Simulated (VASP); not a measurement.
Set up this calculation in VASP 6.6.1, as the native input.

| Item | Value |
| --- | --- |
| Task | single point |
| Functional | HSE06 |
| Potentials or basis | VASP PAW PBE potentials, release 64 (B, N) |
| Cutoff | 520 eV |
| k mesh | 8 × 8 × 8 |
| Occupations | gaussian, width 0.01 eV |
| Spin | no spin polarisation |
| Dipole correction | no |
| Grid for exact exchange (PRECFOCK) | Normal |
| Further INCAR settings | ALGO = Normal; EDIFF = 1e-06; NBANDS = 11 |
| Share of exact exchange | 0.25 |
| Screening parameter | 0.2079 1/Å |

Crystal: BN.

```
CELL_PARAMETERS angstrom
0.00000 1.72837 1.72837
1.72837 0.00000 1.72837
1.72837 1.72837 0.00000
ATOMIC_POSITIONS crystal
B 0.00000 0.00000 0.00000
N 0.50000 0.50000 0.50000
```

This cell differs from its parent crystal: strain -1.0%.

These files were run (other wordings do the same):

POSCAR

```
BN
1.0
    0.0000000000      1.7283676756      1.7283676756
    1.7283676756      0.0000000000      1.7283676756
    1.7283676756      1.7283676756      0.0000000000
B N
1 1
Direct
    0.0000000000      0.0000000000      0.0000000000
    0.5000000000      0.5000000000      0.5000000000
```

INCAR.step1

```
ALGO = Normal
EDIFF = 1E-5
ENCUT = 520
GGA = PE
ISIF = 2
ISMEAR = 0
LASPH = T
LREAL = F
LWAVE = T
NBANDS = 11
NELM = 60
PREC = Accurate
SIGMA = 0.01
```

INCAR.step2

```
ALGO = Normal
EDIFF = 1E-6
ENCUT = 520
GGA = PE
HFSCREEN = 0.2079
ISIF = 2
ISMEAR = 0
ISTART = 1
LASPH = T
LCHARG = T
LELF = T
LHFCALC = T
LREAL = F
LVHAR = T
LWAVE = F
NBANDS = 11
NELM = 60
PREC = Accurate
PRECFOCK = Normal
SIGMA = 0.01
```

KPOINTS

```
k-points
0
Gamma
  8 8 8
```

Potentials or basis: VASP PAW PBE potentials, release 64 (B, N).

Launch:

```console
$ cat potpaw_PBE.64/B/POTCAR potpaw_PBE.64/N/POTCAR > POTCAR
$ cp INCAR.step1 INCAR
$ mpirun -np 1 vasp_std > vasp.out
$ cp INCAR.step2 INCAR
$ mpirun -np 1 vasp_std > vasp.out
```

It gave:

* Pressure: 4.5 GPa
* Band gap on the k mesh: 2.58 eV (least direct gap 7.36 eV)

Caveat: the cell differs from its parent crystal (strain -1.0%); the cell stands under pressure; the PAW data sets were made with another functional, which shifts forces and pressure a little.

It took 23 min on 1 thread of AMD EPYC 7R13, on a shared host, peak memory 0.19 GiB.
